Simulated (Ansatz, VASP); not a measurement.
Two plane-wave programs on NiO

```xyz
2
Lattice="0.0000 2.0913 2.0913 2.0913 0.0000 2.0913 2.0913 2.0913 0.0000" Properties=species:S:1:pos:R:3 pbc="T T T"
Ni    0.0000    0.0000    0.0000
O     2.0913    2.0913    2.0913
```

Alike in both runs: task single point; functional LDA; k mesh 8 × 8 × 8; occupations gaussian, width 0.05 eV; collinear spin; Hubbard terms Ni d U = 6.0 eV, J = 0.9 eV.

|  | VASP | Ansatz |
| --- | --- | --- |
| version | VASP 6.6.1 | Ansatz 0.2.0 |
| potentials or method | VASP PAW LDA potentials, release 64 (Ni_sv_GW, O), cutoff 700 eV | scalar-relativistic, plane waves, PAW |
| valence electrons in the cell | 24 | 24 |

|  | VASP | Ansatz | Ansatz less VASP |
| --- | --- | --- | --- |
| gap on the k mesh at the Fermi level (eV) | 1.80 | 1.52 | -0.287 |
| least direct gap on the mesh (eV) | 2.76 | 2.39 | -0.372 |
| pressure (GPa) | -9.1 | -6.3 | +2.73 |
| net moment per atom (μB) | 1.00 | 1.00 | 0.000 |
| size of the moment on the site where the two differ most (μB) | 1.74 | 1.69 | -0.055 |

LDA's correlation is that of Perdew and Zunger in VASP and of Perdew and Wang (1992) in Ansatz. Site moments also hang on the region over which each program counts them. The programs project onto different local orbitals, so the same U acts differently, and such runs can settle in different states.
